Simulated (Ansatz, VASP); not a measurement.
## Mo in VASP and in Ansatz

INCAR

```
SYSTEM = Mo
  PREC = Accurate
  ENCUT = 520
  EDIFF = 1E-6
  ISMEAR = 0
  SIGMA = 0.15
  LREAL = .False.
  LASPH = .True.
  NELM = 80
  ALGO = Fast
  ISIF = 2
  LWAVE = .False.
  LCHARG = .True.
  GGA = PS
  LELF = .True.
  LVHAR = .True.
  NBANDS = 36
```

The input KPOINTS:

```
Automatic mesh
0
Gamma
  25 25 6
  0 0 0
```

File POSCAR:

```
Mo
1.0
   -1.3711677094     -2.3749321384      0.0000000000
    1.3711677094     -2.3749321384      0.0000000000
    0.0000000000      0.0000000000     10.9682842839
Mo
4
Direct
    0.0000000000      0.0000000000      0.7952245331
    0.0000000000      0.0000000000      0.1136035047
    0.0000000000      0.0000000000      0.3408105142
    0.0000000000      0.0000000000      0.5680175236
```

Input for Ansatz:

```yaml
crystal:
  lattice:
    - [-1.3711677094, -2.3749321384, 0.0]
    - [1.3711677094, -2.3749321384, 0.0]
    - [0.0, 0.0, 10.9682842839]
  atoms:
    - { symbol: Mo, position: [0.0, 0.0, 0.7952245331] }
    - { symbol: Mo, position: [0.0, 0.0, 0.1136035047] }
    - { symbol: Mo, position: [0.0, 0.0, 0.3408105142] }
    - { symbol: Mo, position: [0.0, 0.0, 0.5680175236] }
basis:
  ecutwfc: 420
kpoints:
  mp_grid: { grid: [25, 25, 6] }
hamiltonian:
  xc: pbesol
scf:
  occupations: { method: gaussian, width: 0.15 }
output:
  forces: true
  stress: true
  eigenvalues: true
  write_density: true
  write_potential: true
  elf: true
  volumetric_format: npy
```

Alike in both runs: task single point; functional PBEsol; k mesh 25 × 25 × 6; occupations gaussian, width 0.15 eV; no spin polarisation.

```csv
,VASP,Ansatz
version,VASP 6.6.1,Ansatz 0.2.0
potentials or method,"VASP PAW PBE potentials, release 64 (Mo_sv), cutoff 520 eV","scalar-relativistic, plane waves, PAW"
valence electrons in the cell,56,56
```

VASP gave:

```
gap on the k mesh at the Fermi level (eV)                     : none
pressure (GPa)                                                : -5.6
traceless stress, the component that is largest in VASP (GPa) : -4.52
rms of the force components (eV/Å)                            : 0.387
```

Which values does Ansatz return?

gap on the k mesh at the Fermi level (eV): none; pressure (GPa): -6.0; traceless stress, the component that is largest in VASP (GPa): -4.68; rms of the force components (eV/Å): 0.377.

VASP's potentials were made for PBE, not for PBEsol. Atom by atom the forces differ by 0.012 eV/Å (rms over components). A gap of «none» marks a metal or a gap that the smearing closes. The functional is the same, so the differences come from potentials, cutoffs and numerics.
